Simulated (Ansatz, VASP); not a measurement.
InP in VASP and in Ansatz

POSCAR

```
InP
1.0
    0.0000000000      2.9632989215      2.9632989215
    2.9632989215      0.0000000000      2.9632989215
    2.9632989215      2.9632989215      0.0000000000
In P
1 1
Direct
    0.0000000000      0.0000000000      0.0000000000
    0.7500000000      0.7500000000      0.7500000000
```

File INCAR.step1:

```
SYSTEM = InP
ALGO     = Normal         ! electronic algorithm
EDIFF    = 1E-4           ! SCF threshold, eV
ENCUT    = 520            ! plane-wave cutoff, eV
GGA      = PE             ! functional
ISMEAR   = 0              ! smearing method
LASPH    = .TRUE.         ! aspherical terms in the spheres
LCHARG   = .FALSE.        ! write CHGCAR
LREAL    = .FALSE.        ! projectors in reciprocal space
LWAVE    = .TRUE.         ! write WAVECAR
NBANDS   = 16             ! bands
NELM     = 100            ! most SCF steps
PREC     = Accurate       ! precision mode
SIGMA    = 0.05           ! smearing width, eV
```

File INCAR.step2:

```
SYSTEM = InP
ALGO     = Normal         ! electronic algorithm
EDIFF    = 1E-6           ! SCF threshold, eV
ENCUT    = 520            ! plane-wave cutoff, eV
ISIF     = 2              ! what is computed and relaxed
ISMEAR   = 0              ! smearing method
ISTART   = 1            
IVDW     = 13             ! dispersion correction
LASPH    = .TRUE.         ! aspherical terms in the spheres
LCHARG   = .TRUE.         ! write CHGCAR
LELF     = .TRUE.         ! ELF
LMIXTAU  = .TRUE.       
LREAL    = .FALSE.        ! projectors in reciprocal space
LVHAR    = .TRUE.       
LWAVE    = .FALSE.        ! write WAVECAR
METAGGA  = R2SCAN         ! meta-GGA
NBANDS   = 16             ! bands
NELM     = 100            ! most SCF steps
PREC     = Accurate       ! precision mode
SIGMA    = 0.05           ! smearing width, eV
VDW_A1   = 0.51559235   
VDW_A2   = 5.77342911   
VDW_S6   = 1.0          
VDW_S8   = 0.6018749
```

File KPOINTS:

```
k-points
0
G
  8 8 8
  0 0 0
```

Input for Ansatz:

```yaml
crystal:
  lattice:
    - [0.0, 2.9632989215, 2.9632989215]
    - [2.9632989215, 0.0, 2.9632989215]
    - [2.9632989215, 2.9632989215, 0.0]
  atoms:
    - { symbol: In, position: [0.0, 0.0, 0.0] }
    - { symbol: P, position: [0.75, 0.75, 0.75] }
basis:
  ecutwfc: 500
  ecutrho_ratio: 4
kpoints:
  mp_grid: { grid: [8, 8, 8] }
hamiltonian:
  xc: r2scan
  dispersion: d4
scf:
  occupations: { method: gaussian, width: 0.05 }
output:
  forces: true
  stress: true
  eigenvalues: true
```

Alike in both runs: task single point; functional r2SCAN; dispersion D4; k mesh 8 × 8 × 8; occupations gaussian, width 0.05 eV; no spin polarisation.

```csv
,VASP,Ansatz
version,VASP 6.6.1,Ansatz 0.2.0
potentials or method,"VASP PAW PBE potentials, release 64 (In_d, P), cutoff 520 eV","scalar-relativistic, plane waves, PAW"
valence electrons in the cell,18,18
```

|  | VASP | Ansatz | Ansatz less VASP |
| --- | --- | --- | --- |
| gap on the k mesh at the Fermi level (eV) | 0.97 | 0.97 | -0.004 |
| least direct gap on the mesh (eV) | 0.97 | 0.97 | -0.004 |
| pressure (GPa) | -1.4 | -1.3 | +0.10 |

VASP's potentials were made for PBE, not for r2SCAN.
